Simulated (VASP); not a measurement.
# Si3Ge (P-4m2) in VASP: notebook, part 2 of 2

VASP 6.6.1. Earlier steps stand in the parts before.

## (5) Single point, PBE (18.63 Å³/atom)

This run uses another cell than the first one, of 18.63 Å³/atom.

INCAR reads:

```
SYSTEM = Si3Ge
ALGO = Normal ; EDIFF = 1E-6
ENCUT = 520 ; GGA = PE
ISIF = 2 ; ISMEAR = 0
LASPH = .TRUE. ; LCHARG = .TRUE.
LELF = .TRUE. ; LREAL = .FALSE.
LVHAR = .TRUE. ; LWAVE = .FALSE.
NBANDS = 21 ; NELM = 80
PREC = Accurate ; SIGMA = 0.02
```

KPOINTS reads:

```
k-points
0
G
  10 10 6
  0 0 0
```

POSCAR reads:

```
Si3Ge
1.0
    3.7497038058      0.0000000000      0.0000000000
    0.0000000000      3.7497038058      0.0000000000
    0.0000000000      0.0000000000      5.2997711309
Si Ge
3 1
Direct
    0.5000000000      0.5000000000      0.0000000000
    0.0000000000      0.5000000000      0.7557660567
    0.5000000000      0.0000000000      0.2442339433
    0.0000000000      0.0000000000      0.5000000000
```

Potentials or basis: VASP PAW PBE potentials, release 64 (Si, Ge_d).

Launch:

```bash
$ cat potpaw_PBE.64/Si/POTCAR potpaw_PBE.64/Ge_d/POTCAR > POTCAR
$ mpirun -np 1 vasp_std > vasp.out
```

OUTCAR:

```text
SYSTEM = Si3Ge
   EDIFF = 1E-6
   ENCUT = 520
   GGA = PE
   ISIF = 2
   ISMEAR = 0
   LASPH = .TRUE.
   LREAL = .FALSE.
   NELM = 80
   PREC = Accurate

 ion  position               nearest neighbor table
   1  0.500  0.500  0.000-   2 2.28   3 2.28   3 2.28   2 2.28
   2  0.000  0.500  0.756-   1 2.28   1 2.28   4 2.31   4 2.31
   3  0.500  0.000  0.244-   1 2.28   1 2.28   4 2.31   4 2.31
   4  0.000  0.000  0.500-   2 2.31   3 2.31   2 2.31   3 2.31

  LATTYP: Found a simple tetragonal cell.
 ALAT       =     3.7497038058
 C/A-ratio  =     1.4133839379

  Lattice vectors:

 A1 = (   3.7497038058,   0.0000000000,   0.0000000000)
 A2 = (   0.0000000000,   3.7497038058,   0.0000000000)
 A3 = (   0.0000000000,   0.0000000000,   5.2997711309)

Analysis of symmetry for initial positions (statically):
=====================================================================
 Subroutine PRICEL returns:
 Original cell was already a primitive cell.

 Routine SETGRP: Setting up the symmetry group for a
 simple tetragonal supercell.

 Subroutine GETGRP returns: Found  8 space group operations
 (whereof  8 operations were pure point group operations)
 out of a pool of 16 trial point group operations.

The static configuration has the point symmetry D_2d.

Analysis of symmetry for dynamics (positions and initial velocities):
=====================================================================
 Subroutine PRICEL returns:
 Original cell was already a primitive cell.

 Routine SETGRP: Setting up the symmetry group for a
 simple tetragonal supercell.

 Subroutine GETGRP returns: Found  8 space group operations
 (whereof  8 operations were pure point group operations)
 out of a pool of 16 trial point group operations.
[... 119 lines left out ...]
   EFERMI =   0.00;   METHOD = LEGACY
   ISMEAR =     0;   SIGMA  =   0.02  broadening in eV -4-tet -1-fermi 0-gaus
   EFERMI_NEDOS =   21; number of points for ismear=-14 and -15
   IALGO  =     38    algorithm
   IMIX   =      4    mixing-type and parameters
     AMIX     =   0.40;   BMIX     =  1.00
     AMIX_MAG =   1.60;   BMIX_MAG =  1.00
  volume/ion in A,a.u.               =      18.63       125.72
  Fermi-wavevector in a.u.,A,eV,Ry     =   1.152521  2.177949 18.072689  1.328305
  Thomas-Fermi vector in A             =   2.289172
   LORBIT       =      0    0 simple, 1 ext, 2 COOP (PROOUT), +10 PAW based schemes
   GGA     = PE    functional components
   LHFCALC =     F    Hartree Fock is set to
   AEXX    =    0.0000 exact exchange contribution
   IVDW    =     0    specifies the selected vdW correction
   LEPSILON=     F    determine dielectric tensor
   LRPA    =     F    only Hartree local field effects (RPA)
 non-spin polarized calculation
 Gauss-broadening in eV      SIGMA  =   0.02
  energy-cutoff  :      520.00
  volume of cell :       74.52
 maximum number of plane-waves:      2032
 NGX is ok and might be reduce to    28
   NGX = 13   NGY = 13   NGZ = 19

 number of electron      25.9999981 magnetization

 Free energy of the ion-electron system (eV)
  ---------------------------------------------------
  ext. energy  EPLUGINS =         0.00000000
  ---------------------------------------------------
  free energy    TOTEN  =       -20.35100347 eV

  energy without entropy =      -20.35100339  energy(sigma->0) =      -20.35100343

 E-fermi :   6.7529     XC(G=0):  -9.9932

 val. band max:        6.7004045126   @ k =   0.0000   0.0000   0.0000
 cond. band min:       6.8028263518   @ k =   0.5000   0.5000   0.0000
 fundamental gap:      0.1024218393
 Fermi energy:         6.7528832120

 k-point     1 :       0.0000    0.0000    0.0000
  band No.  band energies     occupation
      1     -17.6176      2.00000
      2     -17.6028      2.00000
      3     -17.6028      2.00000
      4     -17.5745      2.00000
      5     -17.5670      2.00000
      6      -6.2679      2.00000
[... 565 lines left out ...]
     20      13.5961      0.00000
     21      14.1726      0.00000

 [... further k-points ...]

------------------------ aborting loop because EDIFF is reached ----------------------------------------

  FORCE on cell =-STRESS in cart. coord.  units (eV):
  Direction    XX          YY          ZZ          XY          YZ          ZX
  --------------------------------------------------------------------------------------
  -------------------------------------------------------------------------------------
  Total        6.3445239      6.3445239      6.3237533      0.0000000      0.0000000     -0.0000000
  in kB      136.4138859    136.4138859    135.9672953      0.0000000      0.0000000     -0.0000000
  external PRESSURE =     136.2650224 kB  Pullay stress =       0.0000000 kB

 VOLUME and BASIS-vectors are now :
 -----------------------------------------------------------------------------
  energy-cutoff  :      520.00
  volume of cell :       74.52
      direct lattice vectors                 reciprocal lattice vectors
     3.749703806  0.000000000  0.000000000     0.266687731  0.000000000  0.000000000
     0.000000000  3.749703806  0.000000000     0.000000000  0.266687731  0.000000000
     0.000000000  0.000000000  5.299771131     0.000000000  0.000000000  0.188687393

 POSITION                                       TOTAL-FORCE (eV/Angst)
 -----------------------------------------------------------------------------------
      1.87485      1.87485      0.00000         0.000000      0.000000      0.000000
      0.00000      1.87485      4.00539         0.000000     -0.000000     -0.011550
      1.87485      0.00000      1.29438         0.000000     -0.000000      0.011550
      0.00000      0.00000      2.64989        -0.000000     -0.000000      0.000000
 -----------------------------------------------------------------------------------
    total drift:                               -0.000000      0.000000      0.000000

  FREE ENERGIE OF THE ION-ELECTRON SYSTEM (eV)
  ---------------------------------------------------
  free  energy   TOTEN  =       -20.3510034681 eV

  energy  without entropy=      -20.3510033928  energy(sigma->0) =      -20.35100343
```

OSZICAR:

```text
N       E                     dE             d eps       ncg     rms          rms(c)
DAV:   1     0.165022853848E+03    0.16502E+03   -0.12045E+04  4169   0.207E+03
DAV:   2     0.276885579032E+01   -0.16225E+03   -0.15426E+03  3745   0.550E+02
DAV:   3    -0.199286872133E+02   -0.22698E+02   -0.22411E+02  4279   0.108E+02
DAV:   4    -0.207602797989E+02   -0.83159E+00   -0.83089E+00  4273   0.221E+01
DAV:   5    -0.207792233070E+02   -0.18944E-01   -0.18943E-01  4520   0.377E+00    0.723E+00
DAV:   6    -0.204770767447E+02    0.30215E+00   -0.16235E-01  4073   0.220E+00    0.440E+00
DAV:   7    -0.203485505431E+02    0.12853E+00   -0.29631E-01  3903   0.270E+00    0.366E-01
DAV:   8    -0.203501890510E+02   -0.16385E-02   -0.22836E-02  4251   0.116E+00    0.199E-01
DAV:   9    -0.203509183249E+02   -0.72927E-03   -0.19904E-03  4167   0.293E-01    0.894E-02
DAV:  10    -0.203509430898E+02   -0.24765E-04   -0.10534E-04  4291   0.684E-02    0.499E-02
DAV:  11    -0.203510041966E+02   -0.61107E-04   -0.91838E-05  3913   0.538E-02    0.268E-02
DAV:  12    -0.203510034681E+02    0.72853E-06   -0.33754E-06  4529   0.164E-02
   1 F= -.20351003E+02 E0= -.20351003E+02  d E =-.753012E-07
```

It took 86 s on 1 thread of Intel Xeon Platinum 8375C at 2.90GHz (Ice Lake), shared host; peak memory 0.26 GiB.

What came out:

| Item | Value |
| --- | --- |
| Free energy | -20.3510 eV |
| Pressure | 13.6 GPa |
| Largest force | 0.012 eV/Å |
| Band gap on the k mesh | 0.10 eV (least direct gap 0.42 eV) |

Forces in eV/Å, atoms in the order of the input:
```
Si   0.000  0.000  0.000
Si   0.000  0.000 -0.012
Si   0.000  0.000  0.012
Ge   0.000  0.000  0.000
```

Caveat: the cell stands under pressure.

## (6) Single point, PBE (19.26 Å³/atom)

This run uses another cell than the first one, of 19.26 Å³/atom.

INCAR reads:

```
SYSTEM = Si3Ge
PREC = Accurate
ENCUT = 520
EDIFF = 1E-7
ISMEAR = 0
SIGMA = 0.02
LREAL = .False.
LASPH = .True.
NELM = 60
ALGO = Normal
ISIF = 2
LWAVE = .False.
LCHARG = .True.
GGA = PE
LELF = .True.
LVHAR = .True.
NBANDS = 21
```

KPOINTS reads:

```
Automatic mesh
0
Gamma
  10 10 6
  0 0 0
```

POSCAR reads:

```
Si3Ge
1.0
    3.7918388360      0.0000000000      0.0000000000
    0.0000000000      3.7918388360      0.0000000000
    0.0000000000      0.0000000000      5.3593241058
Si Ge
3 1
Direct
    0.5000000000      0.5000000000      0.0000000000
    0.0000000000      0.5000000000      0.7557660567
    0.5000000000      0.0000000000      0.2442339433
    0.0000000000      0.0000000000      0.5000000000
```

Potentials or basis: VASP PAW PBE potentials, release 64 (Si, Ge_d).

Launch:

```bash
$ cat potpaw_PBE.64/Si/POTCAR potpaw_PBE.64/Ge_d/POTCAR > POTCAR
$ mpirun -np 1 vasp_std > vasp.out
```

Wall time 86 s (1 thread of Intel Xeon Platinum 8375C at 2.90GHz (Ice Lake), shared host); peak memory 0.26 GiB.

It converged, with:

```
Free energy            : -20.5325 eV
Pressure               : 9.3 GPa
Largest force          : 0.007 eV/Å
Band gap on the k mesh : 0.18 eV (least direct gap 0.50 eV)
```

Forces on the atoms (eV/Å):
```
Si   0.000  0.000  0.000
Si   0.000  0.000 -0.007
Si   0.000  0.000  0.007
Ge   0.000  0.000  0.000
```

Levels at points of the mesh, in eV from the valence-band top:
| k point | band 9 | band 10 | band 11 | band 12 | band 13 | band 14 | band 15 | band 16 | band 17 | band 18 |
| --- | --- | --- | --- | --- | --- | --- | --- | --- | --- | --- |
| (0.00, 0.00, 0.00) | -3.14 | -3.14 | -0.07 | 0.00 | 0.00 | 0.50 | 0.70 | 2.56 | 2.56 | 2.63 |
| (0.50, 0.00, 0.00) | -5.67 | -4.12 | -4.04 | -1.63 | -1.34 | 2.19 | 2.65 | 4.76 | 4.95 | 5.21 |
| (0.50, 0.50, 0.00) | -8.14 | -3.18 | -3.12 | -3.12 | -3.07 | 0.19 | 0.68 | 0.68 | 0.84 | 10.29 |
| (0.00, 0.00, 0.50) | -3.56 | -2.23 | -2.23 | -1.95 | -1.95 | 0.82 | 1.17 | 3.10 | 3.24 | 5.80 |
| (0.50, 0.00, 0.50) | -7.32 | -1.52 | -1.36 | -1.32 | -1.16 | 1.20 | 1.68 | 3.16 | 3.29 | 3.49 |
| (0.50, 0.50, 0.50) | -7.94 | -4.23 | -4.21 | -4.21 | -4.11 | 4.16 | 4.38 | 4.38 | 4.53 | 4.96 |

Caveat: the cell stands under pressure.

## (7) Summary

| task | cell | k mesh | cutoff (eV) | smearing | gap on the mesh (eV) | pressure (GPa) | largest force (eV/Å) |
| --- | --- | --- | --- | --- | --- | --- | --- |
| single point | a = 3.580, b = 3.580, c = 5.062 Å, 4 atoms, atomic positions A | 6 × 6 × 4 | 520 | gaussian 0.1 eV | none | 38.1 | 0.79 |
| single point | a = 3.916, b = 3.916, c = 5.521 Å, 4 atoms, atomic positions B | 6 × 6 × 4 | 520 | gaussian 0.1 eV | 0.40 | -0.1 | - |
| relaxation of cell and atoms | relaxed from a = 3.580, b = 3.580, c = 5.062 Å, 4 atoms, atomic positions A | 6 × 6 × 4 | 600 | gaussian 0.1 eV | 0.40 | -0.2 | 0.02 |
| single point | a = 3.750, b = 3.750, c = 5.300 Å, 4 atoms, atomic positions B | 10 × 10 × 6 | 520 | gaussian 0.02 eV | 0.10 | 13.6 | 0.01 |
| single point | a = 3.792, b = 3.792, c = 5.359 Å, 4 atoms, atomic positions B | 10 × 10 × 6 | 520 | gaussian 0.02 eV | 0.18 | 9.3 | 0.01 |

Alike in all rows: level PBE; potentials or basis VASP PAW PBE potentials, release 64 (Si, Ge_d); no spin polarisation.

Caveats: the cell stands under pressure (at least some runs); semilocal functionals underestimate gaps, so a narrow gap can read as zero (at least some runs); the volume moved by over 15 % at a fixed basis, so the end points are rough (at least some runs).

Absolute energies hang on the potentials; compare differences alone.
